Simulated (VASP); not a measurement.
A run of VASP 6.6.1 is set up as follows.

Contents of POSCAR:

```
PbF2
1.0
    5.5782091968      0.0000000000      0.0000000000
    0.0000000000      5.5782091968      0.0000000000
    0.0000000000      0.0000000000      3.9398845654
Pb F
2 4
Direct
    0.0000000000      0.0000000000      0.0000000000
    0.5000000000      0.5000000000      0.5000000000
    0.3092282397      0.3092282397      0.0000000000
    0.1907717603      0.8092282397      0.5000000000
    0.8092282397      0.1907717603      0.5000000000
    0.6907717603      0.6907717603      0.0000000000
```

The input INCAR.step1:

```
SYSTEM = PbF2
ALGO = Normal
EDIFF = 1E-5
ENCUT = 520
GGA = PE
ISIF = 2
ISMEAR = 0
LASPH = .True.
LCHARG = .False.
LREAL = .False.
LWAVE = .True.
NBANDS = 37
NELM = 80
PREC = Accurate
SIGMA = 0.01
```

INCAR.step2

```
SYSTEM = PbF2
AEXX = 0.5
ALGO = Normal
EDIFF = 1E-7
ENCUT = 520
GGA = PE
HFSCREEN = 0.5
ISIF = 2
ISMEAR = 0
ISTART = 1
LASPH = .True.
LCHARG = .False.
LHFCALC = .True.
LREAL = .False.
LWAVE = .False.
NBANDS = 37
NELM = 80
PREC = Accurate
PRECFOCK = Fast
SIGMA = 0.01
```

The input KPOINTS:

```
k-points
0
Gamma
  2 2 4
  0 0 0
```

Potentials or basis: VASP PAW PBE potentials, release 64 (Pb_d, F).

The run is started by

```sh
$ cat potpaw_PBE.64/Pb_d/POTCAR potpaw_PBE.64/F/POTCAR > POTCAR
$ cp INCAR.step1 INCAR
$ mpirun -np 1 vasp_std > vasp.out
$ cp INCAR.step2 INCAR
$ mpirun -np 1 vasp_std > vasp.out
```

Problem. Predict the pressure.

Solution. 0.0 GPa.

Problem. What does it give for the band gap on the k mesh?

Solution. 4.89 eV, indirect (least direct gap 5.20 eV).

Stress tensor (GPa, compression positive):
```
 0.08  0.00  0.00
 0.00  0.08  0.00
 0.00  0.00 -0.15
```

Caveat: the k points lie up to 0.56 Å⁻¹ apart; the PAW data sets were made with another functional, which shifts forces and pressure a little; spin-orbit coupling is left out, which moves the levels of the heavy elements. A k mesh can miss the band edges.
